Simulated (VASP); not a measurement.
# Pt (P2_1/m) in VASP: a series of runs, part 2 of 2

VASP 6.6.1.

## Step 5: Single point, LDA (atoms displaced along a vibrational mode)

File INCAR:

```
SYSTEM = Pt
  ALGO = Fast
  EDIFF = 1E-6
  ENCUT = 520
  ISIF = 2
  ISMEAR = 0
  LASPH = .TRUE.
  LCHARG = .FALSE.
  LREAL = .FALSE.
  LWAVE = .FALSE.
  NBANDS = 28
  NELM = 60
  PREC = Accurate
  SIGMA = 0.15
```

File KPOINTS:

```
k-points
0
G
  18 18 6
  0 0 0
```

File POSCAR:

```
Pt
1.0
    2.7082945870      0.0000000000      0.0000000000
   -1.3541472935      2.3454519133      0.0000000000
    0.0000000000      0.0000000000      9.3530207388
Pt
4
Direct
    0.6323236128      0.3222480496      0.3750000000
    0.6323236128      0.3222480496      0.8750000000
    0.3676763872      0.6777519504      0.1250000000
    0.3676763872      0.6777519504      0.6250000000
```

Launch:

```sh
cat potpaw_LDA.64/Pt/POTCAR > POTCAR
mpirun -np 1 vasp_std > vasp.out
```

It took 9.2 min on 1 thread of Intel Xeon 6975P-C (Granite Rapids), shared host; peak memory 0.78 GiB.

Results (log left out):

```yaml
Free_energy: -29.8108 eV
Pressure: 1.1 GPa
Largest_force: 0.092 eV/Å
Band_gap_on_the_k_mesh: zero (bands 20 and 21 overlap by 1.45 eV)
```

Forces in eV/Å, atoms in the order of the input:
```
Pt  -0.053 -0.075  0.000
Pt  -0.053 -0.075  0.000
Pt   0.053  0.075  0.000
Pt   0.053  0.075  0.000
```

Stress tensor (GPa, compression positive):
```
 1.32 -0.27  0.00
-0.27  0.93  0.00
 0.00  0.00  1.02
```

Levels at points of the mesh, in eV from the Fermi level:
```csv
k point,band 16,band 17,band 18,band 19,band 20,band 21,band 22,band 23,band 24,band 25
"(0.00, 0.00, 0.00)",-2.39,-1.61,-1.02,-1.02,-0.97,-0.79,-0.79,-0.62,0.08,5.17
"(0.50, 0.00, 0.00)",0.09,0.40,0.45,0.45,0.45,1.97,2.17,2.17,4.28,6.50
"(0.00, 0.50, 0.00)",-0.12,0.29,0.44,0.44,0.55,1.52,1.52,2.50,3.82,7.01
"(0.50, 0.50, 0.00)",-0.08,0.27,0.43,0.43,0.58,1.35,1.35,2.64,3.69,7.13
"(0.00, 0.00, 0.50)",-2.79,-1.94,-1.94,-1.29,-1.29,-0.60,-0.60,-0.22,-0.22,7.98
"(0.50, 0.00, 0.50)",-0.28,0.44,0.44,0.45,0.45,0.85,0.85,3.78,3.78,6.75
"(0.00, 0.50, 0.50)",-0.69,0.35,0.35,0.52,0.52,1.51,1.51,3.27,3.27,7.32
"(0.50, 0.50, 0.50)",-0.68,0.32,0.32,0.54,0.54,1.68,1.68,3.13,3.13,7.47
```

Caveat: the cell differs from its parent crystal (atoms displaced along a vibrational mode); spin-orbit coupling is left out, which moves the levels of the heavy elements.

## Step 6: Single point, LDA (atoms displaced along a vibrational mode)

File INCAR:

```
ALGO     = Fast           # electronic algorithm
EDIFF    = 1E-6           # SCF threshold, eV
ENCUT    = 520            # plane-wave cutoff, eV
GGA      = CA             # functional
ISIF     = 2              # what is computed and relaxed
ISMEAR   = 0              # smearing method
LASPH    = True           # aspherical terms in the spheres
LCHARG   = False          # write CHGCAR
LREAL    = False          # projectors in reciprocal space
LWAVE    = False          # write WAVECAR
NBANDS   = 28             # bands
NELM     = 60             # most SCF steps
PREC     = Accurate       # precision mode
SIGMA    = 0.15           # smearing width, eV
```

File KPOINTS:

```
k-points
0
Gamma
  18 18 6
```

File POSCAR:

```
Pt
1.0
    2.7082945870      0.0000000000      0.0000000000
   -1.3541472935      2.3454519133      0.0000000000
    0.0000000000      0.0000000000      9.3530207388
Pt
4
Direct
    0.6792370968      0.3776744684      0.3750000000
    0.6792370968      0.3776744684      0.8750000000
    0.3207629032      0.6223255316      0.1250000000
    0.3207629032      0.6223255316      0.6250000000
```

Potentials or basis: VASP PAW LDA potentials, release 64 (Pt).

Launch:

```sh
cat potpaw_LDA.64/Pt/POTCAR > POTCAR
mpirun -np 1 vasp_std > vasp.out
```

Wall time 13 min (1 thread of Intel Xeon Platinum 8488C (Sapphire Rapids), shared host); peak memory 0.78 GiB.

Results (log left out):

| Quantity | Value |
| --- | --- |
| Free energy | -29.8176 eV |
| Pressure | 1.2 GPa |
| Largest force | 0.136 eV/Å |
| Band gap on the k mesh | zero (bands 20 and 21 overlap by 1.49 eV) |

Forces on the atoms (eV/Å):
```
Pt   0.081  0.109  0.000
Pt   0.081  0.109  0.000
Pt  -0.081 -0.109  0.000
Pt  -0.081 -0.109  0.000
```

Stress tensor (GPa, compression positive):
```
 1.19 -0.50  0.00
-0.50  1.00  0.00
 0.00  0.00  1.41
```

Levels at points of the mesh, in eV from the Fermi level:
| k point | band 17 | band 18 | band 19 | band 20 | band 21 | band 22 | band 23 | band 24 |
| --- | --- | --- | --- | --- | --- | --- | --- | --- |
| (0.00, 0.00, 0.00) | -1.48 | -1.07 | -1.07 | -0.97 | -0.78 | -0.78 | -0.74 | 0.16 |
| (0.50, 0.00, 0.00) | 0.30 | 0.43 | 0.43 | 0.55 | 1.51 | 1.51 | 2.51 | 3.80 |
| (0.00, 0.50, 0.00) | 0.42 | 0.42 | 0.45 | 0.45 | 1.85 | 2.31 | 2.31 | 4.37 |
| (0.50, 0.50, 0.00) | 0.25 | 0.43 | 0.43 | 0.59 | 1.23 | 1.23 | 2.73 | 3.60 |
| (0.00, 0.00, 0.50) | -2.03 | -2.03 | -1.19 | -1.19 | -0.69 | -0.69 | -0.19 | -0.19 |
| (0.50, 0.00, 0.50) | 0.35 | 0.35 | 0.52 | 0.52 | 1.53 | 1.53 | 3.25 | 3.25 |
| (0.00, 0.50, 0.50) | 0.43 | 0.43 | 0.46 | 0.46 | 0.72 | 0.72 | 3.89 | 3.89 |
| (0.50, 0.50, 0.50) | 0.31 | 0.31 | 0.55 | 0.55 | 1.80 | 1.80 | 3.03 | 3.03 |

Caveat: the cell differs from its parent crystal (atoms displaced along a vibrational mode); spin-orbit coupling is left out, which moves the levels of the heavy elements.

## Step 7: Summary

```tsv
cell	further INCAR settings	gap on the mesh (eV)	pressure (GPa)	largest force (eV/Å)
as given, atomic positions A	ALGO = Fast; EDIFF = 1e-06; NBANDS = 28	none	1.4	0.20
as given, atomic positions B	ALGO = Fast; EDIFF = 1e-07; NBANDS = 28	none	1.4	0.14
as given, atomic positions C	ALGO = Fast; EDIFF = 1e-06; NBANDS = 28	none	1.8	0.15
as given, atomic positions D	ALGO = Fast; EDIFF = 1e-06; NBANDS = 28	none	1.1	0.09
as given, atomic positions E	ALGO = Fast; EDIFF = 1e-06; NBANDS = 28	none	1.2	0.14
```

Alike in all rows: task single point; level LDA; potentials or basis VASP PAW LDA potentials, release 64 (Pt); no spin polarisation; k mesh 18 × 18 × 6; cutoff (eV) 520; smearing gaussian 0.15 eV.

Caveats: spin-orbit coupling is left out, which moves the levels of the heavy elements.

Total energies depend on the potentials used, so only differences within one code and one set of settings carry meaning.
